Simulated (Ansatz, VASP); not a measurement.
# Two plane-wave programs on C

```
C
1.0
     2.45581    0.00000    0.00000
    -1.22790    2.12679    0.00000
     0.00000    0.00000    7.03643
C
4
Direct
  0.00000 0.00000 0.25000
  0.00000 0.00000 0.75000
  0.33333 0.66667 0.25000
  0.66667 0.33333 0.75000
```

Alike in both runs: functional r2SCAN; k mesh 18 × 18 × 6; occupations gaussian, width 0.1 eV; no spin polarisation.

Ansatz relaxed the structure, and its values are those at the end. VASP's run is a single point on that final structure, the one shown.

```csv
,VASP,Ansatz
version,VASP 6.6.1,Ansatz 0.2.0
potentials or method,"VASP PAW PBE potentials, release 64 (C), cutoff 520 eV","scalar-relativistic, plane waves, PAW"
valence electrons in the cell,16,16
```

```tsv
	VASP	Ansatz	Ansatz less VASP
gap on the k mesh at the Fermi level (eV)	none	none	-
pressure (GPa)	0.7	0.0	-0.65
```

VASP's potentials were made for PBE, not for r2SCAN. A gap of «none» marks a metal or a gap that the smearing closes.
